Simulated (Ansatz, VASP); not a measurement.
**Si2W: VASP beside Ansatz**

Contents of INCAR:

```
SYSTEM = Si2W
PREC = Accurate
ENCUT = 520
EDIFF = 1E-6
ISMEAR = 0
SIGMA = 0.03
LREAL = .FALSE.
LASPH = .TRUE.
NELM = 80
ALGO = Normal
ISIF = 2
LWAVE = .FALSE.
LCHARG = .FALSE.
GGA = PE
NBANDS = 43
```

Contents of KPOINTS:

```
regular mesh
0
G
  9 9 6
  0 0 0
```

POSCAR

```
Si2W
1.0
    4.6907127290      0.0000000000      0.0000000000
   -2.3453563645      4.0622763851      0.0000000000
    0.0000000000      0.0000000000      6.4323743652
Si W
6 3
Direct
    0.8300872726      0.6601745453      0.5000000000
    0.1699127274      0.8300872726      0.8333333333
    0.6601745453      0.8300872726      0.1666666667
    0.1699127274      0.3398254547      0.5000000000
    0.8300872726      0.1699127274      0.8333333333
    0.3398254547      0.1699127274      0.1666666667
    0.0000000000      0.5000000000      0.1666666667
    0.5000000000      0.5000000000      0.8333333333
    0.5000000000      0.0000000000      0.5000000000
```

Input for Ansatz:

```yaml
crystal:
  lattice:
    - [4.690712729, 0.0, 0.0]
    - [-2.3453563645, 4.0622763851, 0.0]
    - [0.0, 0.0, 6.4323743652]
  atoms:
    - { symbol: Si, position: [0.8300872726, 0.6601745453, 0.5] }
    - { symbol: Si, position: [0.1699127274, 0.8300872726, 0.8333333333] }
    - { symbol: Si, position: [0.6601745453, 0.8300872726, 0.1666666667] }
    - { symbol: Si, position: [0.1699127274, 0.3398254547, 0.5] }
    - { symbol: Si, position: [0.8300872726, 0.1699127274, 0.8333333333] }
    - { symbol: Si, position: [0.3398254547, 0.1699127274, 0.1666666667] }
    - { symbol: W, position: [0.0, 0.5, 0.1666666667] }
    - { symbol: W, position: [0.5, 0.5, 0.8333333333] }
    - { symbol: W, position: [0.5, 0.0, 0.5] }
basis:
  ecutwfc: 420
kpoints:
  mp_grid: { grid: [9, 9, 6] }
hamiltonian:
  xc: pbe
  pseudopotentials: { kind: paw, azcp: { folder: soft_1 } }
scf:
  occupations: { method: gaussian, width: 0.03 }
output:
  forces: true
  stress: true
  eigenvalues: true
```

Alike in both runs: task single point; functional PBE; k mesh 9 × 9 × 6; occupations gaussian, width 0.03 eV; no spin polarisation.

```csv
,VASP,Ansatz
version,VASP 6.6.1,Ansatz 0.2.0
potentials or method,"VASP PAW PBE potentials, release 64 (Si, W_sv), cutoff 520 eV","scalar-relativistic, plane waves, PAW"
valence electrons in the cell,66,66
```

VASP gave:

```
gap on the k mesh at the Fermi level (eV)                     : 0.16
least direct gap on the mesh (eV)                             : 0.48
pressure (GPa)                                                : 2.1
traceless stress, the component that is largest in VASP (GPa) : 9.37
rms of the force components (eV/Å)                            : 0.388
```

Task: Estimate Ansatz's values.

Result: gap on the k mesh at the Fermi level (eV): 0.16; least direct gap on the mesh (eV): 0.48; pressure (GPa): 2.1; traceless stress, the component that is largest in VASP (GPa): 9.37; rms of the force components (eV/Å): 0.386.

Atom by atom the forces differ by 0.002 eV/Å (rms over components). With one functional, cell and mesh, what is left measures potentials, basis and numerics.

Spin-orbit coupling is off throughout.
